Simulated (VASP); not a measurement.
# InO in VASP: a series of runs

InO is run at these levels: r2SCAN; tasks: single point.

All numbers are computed with VASP 6.6.1; they aren't measurements. Logs are shortened: lines on timing, memory, paths and dates and some standing lists are left out, and cuts for length are marked.

**1. The cell of the first run**

The cell holds a slab with vacuum, 4 atoms: a = 3.315 Å, b = 3.315 Å, c = 17.147 Å, α = 90.00°, β = 90.00°, γ = 120.00°.

**2. Single point, r2SCAN (strain -0.040 along x and y, +0.080 along z)**

The input, POSCAR:

```
InO
1.0
    3.3154692493      0.0000000000      0.0000000000
   -1.6577346247      2.8712805953      0.0000000000
    0.0000000000      0.0000000000     17.1472680000
In O
2 2
Direct
    0.6666666667      0.3333333333      0.5900210000
    0.6666666667      0.3333333333      0.4099790000
    0.0000000000      0.0000000000      0.6398670000
    0.0000000000      0.0000000000      0.3601330000
```

The input, INCAR.step1:

```
  PREC = Accurate
  ENCUT = 520
  ISMEAR = 0
  SIGMA = 0.05
  LREAL = F
  LASPH = T
  NELM = 60
  NBANDS = 27
  GGA = PE
  ALGO = Normal
  EDIFF = 1E-4
  LWAVE = T
  LCHARG = F
```

The input, INCAR.step2:

```
  PREC = Accurate
  ENCUT = 520
  EDIFF = 1E-6
  ISMEAR = 0
  SIGMA = 0.05
  LREAL = F
  LASPH = T
  NELM = 60
  ALGO = Normal
  ISIF = 2
  LWAVE = F
  LCHARG = T
  METAGGA = R2SCAN
  LMIXTAU = T
  LELF = T
  LVHAR = T
  NBANDS = 27
  ISTART = 1
```

The input, KPOINTS:

```
Automatic mesh
0
Gamma
  12 12 2
```

Potentials or basis: VASP PAW PBE potentials, release 64 (In_d, O).

Command:

```console
> cat potpaw_PBE.64/In_d/POTCAR potpaw_PBE.64/O/POTCAR > POTCAR
> cp INCAR.step1 INCAR
> mpirun -np 1 vasp_std > vasp.out
> cp INCAR.step2 INCAR
> mpirun -np 1 vasp_std > vasp.out
```

OUTCAR:

```text
PREC = Accurate
   ENCUT = 520
   EDIFF = 1E-6
   ISMEAR = 0
   LREAL = F
   LASPH = T
   NELM = 60
   ISIF = 2
   METAGGA = R2SCAN
   ISTART = 1

 ion  position               nearest neighbor table
   1  0.667  0.333  0.590-   3 2.10   3 2.10   3 2.10   2 3.09
   2  0.667  0.333  0.410-   4 2.10   4 2.10   4 2.10   1 3.09
   3  0.000  0.000  0.640-   1 2.10   1 2.10   1 2.10
   4  0.000  0.000  0.360-   2 2.10   2 2.10   2 2.10

  LATTYP: Found a hexagonal cell.
 ALAT       =     3.3154692493
 C/A-ratio  =     5.1718977649

  Lattice vectors:

 A1 = (   3.3154692493,   0.0000000000,   0.0000000000)
 A2 = (  -1.6577346247,   2.8712805953,   0.0000000000)
 A3 = (   0.0000000000,   0.0000000000,  17.1472680000)

Analysis of symmetry for initial positions (statically):
=====================================================================
 Subroutine PRICEL returns:
 Original cell was already a primitive cell.

 Routine SETGRP: Setting up the symmetry group for a
 hexagonal supercell.

 Subroutine GETGRP returns: Found 12 space group operations
 (whereof 12 operations were pure point group operations)
 out of a pool of 24 trial point group operations.

The static configuration has the point symmetry D_3h.

Analysis of symmetry for dynamics (positions and initial velocities):
=====================================================================
 Subroutine PRICEL returns:
 Original cell was already a primitive cell.

 Routine SETGRP: Setting up the symmetry group for a
 hexagonal supercell.

 Subroutine GETGRP returns: Found 12 space group operations
 (whereof 12 operations were pure point group operations)
 out of a pool of 24 trial point group operations.

The dynamic configuration has the point symmetry D_3h.

 Subroutine INISYM returns: Found 12 space group operations
 (whereof 12 operations are pure point group operations),
 and found     1 'primitive' translations

----------------------------------------------------------------------------------------

                                     Primitive cell

  volume of cell :     163.2359

  direct lattice vectors                    reciprocal lattice vectors
     3.315469249  0.000000000  0.000000000     0.301616430  0.174138327  0.000000000
    -1.657734625  2.871280595  0.000000000     0.000000000  0.348276655  0.000000000
     0.000000000  0.000000000 17.147268000     0.000000000  0.000000000  0.058318328

  length of vectors
     3.315469249  3.315469249 17.147268000     0.348276655  0.348276655  0.058318328

  position of ions in fractional coordinates (direct lattice)
     0.666666667  0.333333333  0.590021000
     0.666666667  0.333333333  0.409979000
     0.000000000  0.000000000  0.639867000
     0.000000000  0.000000000  0.360133000

  ion indices of the primitive-cell ions
   primitive index   ion index
                 1           1
                 2           2
                 3           3
                 4           4

----------------------------------------------------------------------------------------

 KPOINTS: Automatic mesh

Automatic generation of k-mesh.
 Grid dimensions read from file:
 generate k-points for:   12   12    2

 Generating k-lattice:

  Cartesian coordinates                     Fractional coordinates (reciprocal lattice)
     0.025134703  0.014511527  0.000000000     0.083333333  0.000000000  0.000000000
     0.000000000  0.029023055  0.000000000     0.000000000  0.083333333  0.000000000
     0.000000000  0.000000000  0.029159164     0.000000000  0.000000000  0.500000000

  Length of vectors
     0.029023055  0.029023055  0.029159164

  Shift w.r.t. Gamma in fractional coordinates (k-lattice)
     0.000000000  0.000000000  0.000000000

 Subroutine IBZKPT returns following result:
 ===========================================

 Found     38 irreducible k-points:

 Following reciprocal coordinates:
            Coordinates               Weight
  0.000000  0.000000  0.000000      1.000000
  0.083333 -0.000000  0.000000      6.000000
  0.166667 -0.000000  0.000000      6.000000
  0.250000 -0.000000  0.000000      6.000000
  0.333333 -0.000000  0.000000      6.000000
  0.416667 -0.000000  0.000000      6.000000
[... 16 lines left out ...]
  0.250000 -0.000000  0.500000      6.000000
  0.333333 -0.000000  0.500000      6.000000
 [... further k-points ...]
   k-points           NKPTS =     38   k-points in BZ     NKDIM =     38   number of bands    NBANDS=     27
   number of dos      NEDOS =    301   number of ions     NIONS =      4
   total plane-waves  NPLWV = 100352
   dimension x,y,z NGX =    28 NGY =   28 NGZ =  128
   dimension x,y,z NGXF=    56 NGYF=   56 NGZF=  256
   ions per type =               2   2
   NGX,Y,Z   is equivalent  to a cutoff of  14.04, 14.04, 12.41 a.u.
   NGXF,Y,Z  is equivalent  to a cutoff of  28.08, 28.08, 24.82 a.u.
 SYSTEM =  unknown system
   PREC   = accura    normal or accurate (medium, high low for compatibility)
   ISTART =      1    job   : 0-new  1-cont  2-samecut
   ICHARG =      0    charge: 1-file 2-atom 10-const
   ISPIN  =      1    spin polarized calculation?
   LNONCOLLINEAR =      F non collinear calculations
   LSORBIT =      F    spin-orbit coupling
   LASPH  =      T    aspherical Exc in radial PAW
   ENCUT  =  520.0 eV  38.22 Ry    6.18 a.u.   6.16  6.16 31.88*2*pi/ulx,y,z
   NELM   =     60;   NELMIN=  2; NELMDL=  0     # of ELM steps
   EDIFF  = 0.1E-05   stopping-criterion for ELM
   LREAL  =      F    real-space projection
   EDIFFG = 0.1E-04   stopping-criterion for IOM
   NSW    =      0    number of steps for IOM
   IBRION =     -1    ionic relax: 0-MD 1-quasi-New 2-CG
   NFREE  =      0    steps in history (QN), initial steepest desc. (CG)
   ISIF   =      2    stress and relaxation
   ISYM   =      2    0-nonsym 1-usesym 2-fastsym
   POTIM  = 0.5000    time-step for ionic-motion
   TEBEG  =    0.0;   TEEND  =   0.0 temperature during run
   PSTRESS=    0.0 pullay stress
   NELECT =      38.0000    total number of electrons
   NUPDOWN=      -1.0000    fix difference up-down
   EMIN   =  10.00;   EMAX   =-10.00  energy-range for DOS
   EFERMI =   0.00;   METHOD = LEGACY
   ISMEAR =     0;   SIGMA  =   0.05  broadening in eV -4-tet -1-fermi 0-gaus
   EFERMI_NEDOS =   21; number of points for ismear=-14 and -15
   IALGO  =     38    algorithm
   IMIX   =      4    mixing-type and parameters
     AMIX     =   0.40;   BMIX     =  1.00
     AMIX_MAG =   1.60;   BMIX_MAG =  1.00
  volume/ion in A,a.u.               =      40.81       275.39
  Fermi-wavevector in a.u.,A,eV,Ry     =   1.007080  1.903106 13.799179  1.014211
  Thomas-Fermi vector in A             =   2.139863
   LORBIT       =      0    0 simple, 1 ext, 2 COOP (PROOUT), +10 PAW based schemes
   METAGGA = R2SCAN    functional components
   LHFCALC =     F    Hartree Fock is set to
   AEXX    =    0.0000 exact exchange contribution
   IVDW    =     0    specifies the selected vdW correction
   LEPSILON=     F    determine dielectric tensor
   LRPA    =     F    only Hartree local field effects (RPA)
 non-spin polarized calculation
 Gauss-broadening in eV      SIGMA  =   0.05
  energy-cutoff  :      520.00
  volume of cell :      163.24
 maximum number of plane-waves:      4431
 NGX is ok and might be reduce to    28
   NGX = 13   NGY = 13   NGZ = 63

 number of electron      38.0000004 magnetization

 Free energy of the ion-electron system (eV)
  ---------------------------------------------------
  ext. energy  EPLUGINS =         0.00000000
  ---------------------------------------------------
  free energy    TOTEN  =       -61.88126974 eV

  energy without entropy =      -61.88126524  energy(sigma->0) =      -61.88126749

 E-fermi :  -1.4479     XC(G=0):  -4.8656

 val. band max:       -1.5611258329   @ k =   0.3333   0.3333   0.5000
 cond. band min:      -1.3418747368   @ k =   0.0000   0.0000   0.5000
 fundamental gap:      0.2192510961
 Fermi energy:        -1.4478721754

 k-point     1 :       0.0000    0.0000    0.0000
  band No.  band energies     occupation
      1     -21.1447      2.00000
      2     -21.1345      2.00000
      3     -16.0335      2.00000
      4     -16.0335      2.00000
      5     -16.0112      2.00000
      6     -16.0112      2.00000
[... 19 lines left out ...]
     26       8.7474      0.00000
     27       9.2991      0.00000

 k-point     2 :       0.0833   -0.0000    0.0000
  band No.  band energies     occupation
      1     -21.1323      2.00000
      2     -21.1230      2.00000
      3     -16.0198      2.00000
      4     -16.0093      2.00000
      5     -15.9882      2.00000
      6     -15.9863      2.00000
[... 19 lines left out ...]
     26       8.1971      0.00000
     27       8.8805      0.00000

 k-point     3 :       0.1667   -0.0000    0.0000
  band No.  band energies     occupation
      1     -21.1011      2.00000
      2     -21.0935      2.00000
      3     -15.9754      2.00000
      4     -15.9453      2.00000
      5     -15.9201      2.00000
      6     -15.9194      2.00000
[... 19 lines left out ...]
     26       7.1008      0.00000
     27       8.5566      0.00000

 k-point     4 :       0.2500   -0.0000    0.0000
  band No.  band energies     occupation
      1     -21.0639      2.00000
      2     -21.0582      2.00000
      3     -15.9170      2.00000
      4     -15.8685      2.00000
      5     -15.8349      2.00000
      6     -15.8325      2.00000
[... 19 lines left out ...]
     26       7.6311      0.00000
     27       7.6660      0.00000

 k-point     5 :       0.3333   -0.0000    0.0000
  band No.  band energies     occupation
      1     -21.0329      2.00000
      2     -21.0284      2.00000
      3     -15.8950      2.00000
      4     -15.8157      2.00000
      5     -15.8012      2.00000
      6     -15.7591      2.00000
[... 19 lines left out ...]
     26       7.8431      0.00000
     27       8.2636      0.00000

 k-point     6 :       0.4167   -0.0000    0.0000
  band No.  band energies     occupation
      1     -21.0140      2.00000
      2     -21.0102      2.00000
      3     -15.9060      2.00000
      4     -15.8071      2.00000
      5     -15.7961      2.00000
      6     -15.7213      2.00000
[... 444 lines left out ...]
      1     -21.1323      2.00000
      2     -21.1230      2.00000
      3     -16.0198      2.00000
      4     -16.0093      2.00000
      5     -15.9882      2.00000
      6     -15.9863      2.00000
[... 19 lines left out ...]
     26       8.1700      0.00000
     27       8.4600      0.00000

 k-point    22 :       0.1667   -0.0000    0.5000
  band No.  band energies     occupation
      1     -21.1011      2.00000
      2     -21.0935      2.00000
      3     -15.9754      2.00000
      4     -15.9453      2.00000
      5     -15.9201      2.00000
      6     -15.9194      2.00000
[... 19 lines left out ...]
     26       7.6955      0.00000
     27       8.5622      0.00000

 k-point    23 :       0.2500   -0.0000    0.5000
  band No.  band energies     occupation
      1     -21.0638      2.00000
      2     -21.0582      2.00000
      3     -15.9170      2.00000
      4     -15.8685      2.00000
      5     -15.8349      2.00000
      6     -15.8325      2.00000
[... 19 lines left out ...]
     26       7.3051      0.00000
     27       8.2034      0.00000

 k-point    24 :       0.3333   -0.0000    0.5000
  band No.  band energies     occupation
      1     -21.0328      2.00000
      2     -21.0284      2.00000
      3     -15.8950      2.00000
      4     -15.8157      2.00000
      5     -15.8012      2.00000
      6     -15.7591      2.00000
[... 19 lines left out ...]
     26       7.6086      0.00000
     27       7.8431      0.00000

 [... further k-points ...]
[... 5 lines left out ...]
  --------------------------------------------------------------------------------------
  -------------------------------------------------------------------------------------
  Total        2.9352510      2.9352510     -3.2015387     -0.0000000      0.0000000     -0.0000000
  in kB       28.8098010     28.8098009    -31.4234428     -0.0000000      0.0000000     -0.0000000
  external PRESSURE =       8.7320530 kB  Pullay stress =       0.0000000 kB

 VOLUME and BASIS-vectors are now :
 -----------------------------------------------------------------------------
  energy-cutoff  :      520.00
  volume of cell :      163.24
      direct lattice vectors                 reciprocal lattice vectors
     3.315469249  0.000000000  0.000000000     0.301616430  0.174138327  0.000000000
    -1.657734625  2.871280595  0.000000000     0.000000000  0.348276655  0.000000000
     0.000000000  0.000000000 17.147268000     0.000000000  0.000000000  0.058318328

 POSITION                                       TOTAL-FORCE (eV/Angst)
 -----------------------------------------------------------------------------------
      1.65773      0.95709     10.11725        -0.000000     -0.000000     -0.794338
      1.65773      0.95709      7.03002        -0.000000     -0.000000      0.794338
      0.00000      0.00000     10.97197         0.000000      0.000000     -0.139208
      0.00000      0.00000      6.17530         0.000000     -0.000000      0.139208
 -----------------------------------------------------------------------------------
    total drift:                               -0.000007      0.000004      0.000000

  FREE ENERGIE OF THE ION-ELECTRON SYSTEM (eV)
  ---------------------------------------------------
  free  energy   TOTEN  =       -61.8812697444 eV

  energy  without entropy=      -61.8812652399  energy(sigma->0) =      -61.88126749
```

Run time: 12 min. Hardware: 1 thread of Intel Xeon Platinum 8488C (Sapphire Rapids), shared host; peak memory 0.42 GiB.

What came out:

```yaml
Free_energy: -61.8813 eV
Largest_force: 0.794 eV/Å
Band_gap_on_the_k_mesh: 0.22 eV (least direct gap 1.59 eV)
```

Forces in eV/Å, atoms in the order of the input:
```
In   0.000  0.000 -0.794
In   0.000  0.000  0.794
O    0.000  0.000 -0.139
O    0.000  0.000  0.139
```

Caveat: the cell differs from its parent crystal (strain -0.040 along x and y, +0.080 along z); there is no dipole correction, which matters where the two faces differ; the PAW data sets were made with another functional, which shifts forces and pressure a little; spin-orbit coupling is left out, which moves the levels of the heavy elements.

**3. Single point, r2SCAN (strain +0.040 along x and y, -0.080 along z)**

The input, POSCAR:

```
InO
1.0
    3.5917583534      0.0000000000      0.0000000000
   -1.7958791767      3.1105539782      0.0000000000
    0.0000000000      0.0000000000     14.6069320000
In O
2 2
Direct
    0.6666666667      0.3333333333      0.5900210000
    0.6666666667      0.3333333333      0.4099790000
    0.0000000000      0.0000000000      0.6398670000
    0.0000000000      0.0000000000      0.3601330000
```

The input, INCAR.step1:

```
SYSTEM = InO
PREC     = Accurate       ! precision mode
ENCUT    = 520            ! plane-wave cutoff, eV
ISMEAR   = 0              ! smearing method
SIGMA    = 0.05           ! smearing width, eV
LREAL    = .FALSE.        ! projectors in reciprocal space
LASPH    = .TRUE.         ! aspherical terms in the spheres
NELM     = 100            ! most SCF steps
NBANDS   = 27             ! bands
GGA      = PE             ! functional
ALGO     = Normal         ! electronic algorithm
EDIFF    = 1E-4           ! SCF threshold, eV
LWAVE    = .TRUE.         ! write WAVECAR
LCHARG   = .FALSE.        ! write CHGCAR
```

The input, INCAR.step2:

```
SYSTEM = InO
PREC     = Accurate       ! precision mode
ENCUT    = 520            ! plane-wave cutoff, eV
EDIFF    = 1E-6           ! SCF threshold, eV
ISMEAR   = 0              ! smearing method
SIGMA    = 0.05           ! smearing width, eV
LREAL    = .FALSE.        ! projectors in reciprocal space
LASPH    = .TRUE.         ! aspherical terms in the spheres
NELM     = 100            ! most SCF steps
ALGO     = Normal         ! electronic algorithm
ISIF     = 2              ! what is computed and relaxed
LWAVE    = .FALSE.        ! write WAVECAR
LCHARG   = .FALSE.        ! write CHGCAR
METAGGA  = R2SCAN         ! meta-GGA
LMIXTAU  = .TRUE.       
NBANDS   = 27             ! bands
ISTART   = 1
```

The input, KPOINTS:

```
Automatic mesh
0
G
  12 12 2
  0 0 0
```

Potentials or basis: VASP PAW PBE potentials, release 64 (In_d, O).

Command:

```console
> cat potpaw_PBE.64/In_d/POTCAR potpaw_PBE.64/O/POTCAR > POTCAR
> cp INCAR.step1 INCAR
> mpirun -np 1 vasp_std > vasp.out
> cp INCAR.step2 INCAR
> mpirun -np 1 vasp_std > vasp.out
```

Wall time 13 min (1 thread of Intel Xeon Platinum 8488C (Sapphire Rapids), shared host); peak memory 0.4 GiB.

Results (log left out):

* Free energy: -61.7266 eV
* Largest force: 1.765 eV/Å
* Band gap on the k mesh: 0.75 eV (least direct gap 1.26 eV)

Forces in eV/Å, atoms in the order of the input:
```
In   0.000  0.000  1.765
In   0.000  0.000 -1.765
O    0.000  0.000 -0.394
O    0.000  0.000  0.394
```

Levels at points of the mesh, in eV from the valence-band top:
| k point | band 17 | band 18 | band 19 | band 20 | band 21 | band 22 |
| --- | --- | --- | --- | --- | --- | --- |
| (0.00, 0.00, 0.00) | -1.56 | -1.56 | -0.52 | 0.75 | 3.84 | 6.75 |
| (0.50, 0.00, 0.00) | -2.31 | -1.54 | -0.18 | 2.69 | 4.61 | 6.55 |
| (0.00, 0.00, 0.50) | -1.56 | -1.56 | -0.52 | 0.75 | 3.85 | 6.55 |
| (0.50, 0.00, 0.50) | -2.31 | -1.54 | -0.18 | 2.69 | 4.61 | 6.55 |

Caveat: the cell differs from its parent crystal (strain +0.040 along x and y, -0.080 along z); there is no dipole correction, which matters where the two faces differ; the PAW data sets were made with another functional, which shifts forces and pressure a little; spin-orbit coupling is left out, which moves the levels of the heavy elements.
